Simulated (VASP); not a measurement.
Write the native input for VASP 6.6.1 that does the following.

| Quantity | Value |
| --- | --- |
| Task | single point |
| Functional | PBE |
| Potentials or basis | VASP PAW PBE potentials, release 64 (Mg, Zn, Te) |
| Cutoff | 520 eV |
| k mesh | 10 × 10 × 10 |
| Occupations | gaussian, width 0.1 eV |
| Spin | no spin polarisation |
| Dipole correction | no |
| Further INCAR settings | ALGO = Fast; EDIFF = 1e-06; NBANDS = 37 |

The structure of MgZn4Te lies in POSCAR:

```
MgZn4Te
1.0
   -2.6141921650      2.6141921650      5.1973644218
    2.6141921650     -2.6141921650      5.1973644218
    2.6141921650      2.6141921650     -5.1973644218
Mg Zn Te
1 4 1
Direct
    0.0000000000      0.0000000000      0.0000000000
    0.6331099101      0.1331099101      0.5000000000
    0.1331099101      0.6331099101      0.5000000000
    0.3668900899      0.8668900899      0.5000000000
    0.8668900899      0.3668900899      0.5000000000
    0.5000000000      0.5000000000      0.0000000000
```

The cell was built from a structure type or drawn by symmetry, and may not be a known phase.

The input as run:

INCAR

```
PREC     = Accurate       # precision mode
ENCUT    = 520            # plane-wave cutoff, eV
EDIFF    = 1E-6           # SCF threshold, eV
ISMEAR   = 0              # smearing method
SIGMA    = 0.1            # smearing width, eV
LREAL    = F              # projectors in reciprocal space
LASPH    = T              # aspherical terms in the spheres
NELM     = 80             # most SCF steps
ALGO     = Fast           # electronic algorithm
ISIF     = 2              # what is computed and relaxed
LWAVE    = F              # write WAVECAR
LCHARG   = T              # write CHGCAR
GGA      = PE             # functional
LELF     = T              # ELF
LVHAR    = T            
NBANDS   = 37             # bands
```

KPOINTS

```
Automatic mesh
0
Gamma
  10 10 10
```

Potentials or basis: VASP PAW PBE potentials, release 64 (Mg, Zn, Te).

Run with:

```sh
$ cat potpaw_PBE.64/Mg/POTCAR potpaw_PBE.64/Zn/POTCAR potpaw_PBE.64/Te/POTCAR > POTCAR
$ mpirun -np 1 vasp_std > vasp.out
```

It gave:

```yaml
Pressure: 0.2 GPa
Largest_force: 0.008 eV/Å
Band_gap_on_the_k_mesh: zero (bands 28 and 29 overlap by 1.81 eV)
```

Caveat: spin-orbit coupling is left out, which moves the levels of the heavy elements.

Wall time 16 min on 1 thread of Intel Xeon 8259CL (shared host), peak memory 0.66 GiB.
